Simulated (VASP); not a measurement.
Cl:

```
Cl
1.0
     3.29361    0.00000    0.00000
    -1.64681    2.85235    0.00000
     0.00000    0.00000    3.07747
Cl
1
Direct
  0.00000 0.00000 0.00000
```

```yaml
Program: VASP 6.6.1
Task: relaxation of cell and atoms
Functional: PBE
Potentials_or_basis: VASP PAW PBE potentials, release 64 (Cl)
Cutoff: 600 eV
k_mesh: 6 × 6 × 6
Occupations: gaussian, width 0.1 eV
Spin: no spin polarisation
```

At the start: pressure -4.4 GPa; volume 28.91 Å³/atom.

How do energy, volume and symmetry change on relaxing?

Over 29 steps the energy falls by 659.1 meV/atom and the volume is 36.06 Å³/atom (+24.7 %); space group P6/mmm (No. 191, to 0.1 Å) before and after.

Step by step:
| step | energy change (eV) | largest force (eV/Å) | pressure (GPa) | volume (Å³) |
| --- | --- | --- | --- | --- |
| 1 | 0.0000 | 0.0000 | -4.40 | 28.91 |
| 2 | -0.0895 | 0.0000 | -3.36 | 25.71 |
| 3 | -0.1411 | 0.0000 | -0.55 | 22.77 |
| 4 | -0.1449 | 0.0000 | 1.38 | 21.64 |
| 5 | -0.1451 | 0.0000 | 0.81 | 21.92 |
| 6 | -0.1941 | 0.0000 | 1.37 | 21.68 |
| 7 | -0.3233 | 0.0000 | 3.74 | 21.10 |
| 8 | 0.0071 | 0.0000 | 30.93 | 19.45 |
| 9 | -0.3794 | 0.0000 | 5.37 | 20.85 |
| 10 | -0.3929 | 0.0000 | 13.23 | 20.21 |
| 11 | -0.4133 | 0.0000 | 8.67 | 20.52 |
| 12 | -0.4143 | 0.0000 | 9.75 | 20.43 |
| 13 | -0.4195 | 0.0000 | 10.23 | 20.48 |
| 14 | -0.4223 | 0.0000 | 11.72 | 20.60 |
| 15 | -0.4232 | 0.0000 | 11.21 | 20.57 |
| 16 | -0.4326 | 0.0000 | 10.82 | 20.71 |
| 17 | -0.4589 | 0.0000 | 9.71 | 21.17 |
| 18 | -0.5040 | 0.0000 | 7.75 | 22.09 |
| 19 | -0.5695 | 0.0000 | 4.74 | 24.00 |
| 20 | -0.6344 | 0.0000 | 1.10 | 28.11 |
| 21 | -0.6373 | 0.0000 | -1.84 | 37.53 |
| 22 | -0.6479 | 0.0000 | -1.17 | 33.95 |
| 23 | -0.6491 | 0.0000 | -0.82 | 32.66 |
| 24 | -0.6558 | 0.0000 | -0.01 | 33.09 |
| 25 | -0.6564 | 0.0000 | 0.35 | 33.25 |
| 26 | -0.6564 | 0.0000 | 0.36 | 33.26 |
| 27 | -0.6569 | 0.0000 | 0.33 | 33.53 |
| 28 | -0.6579 | 0.0000 | 0.23 | 34.36 |
| 29 | -0.6591 | 0.0000 | 0.07 | 36.06 |

Final structure:
```yaml
crystal:
  lattice:
    - [4.30886, 0.00000, 0.00000]
    - [-2.15443, 3.73158, 0.00000]
    - [0.00000, 0.00000, 2.24245]
  atoms:
    - { symbol: Cl, position: [0.00000, 0.00000, 0.00000] }
```

Caveat: the k points lie up to 0.47 Å⁻¹ apart in the final cell, too coarse for converged energies and pressures of a metal; the volume moved by over 15 % at a fixed basis, so the end points are rough; an odd number of electrons without spin polarisation forces a metal; a magnetic or distorted state may lie lower.
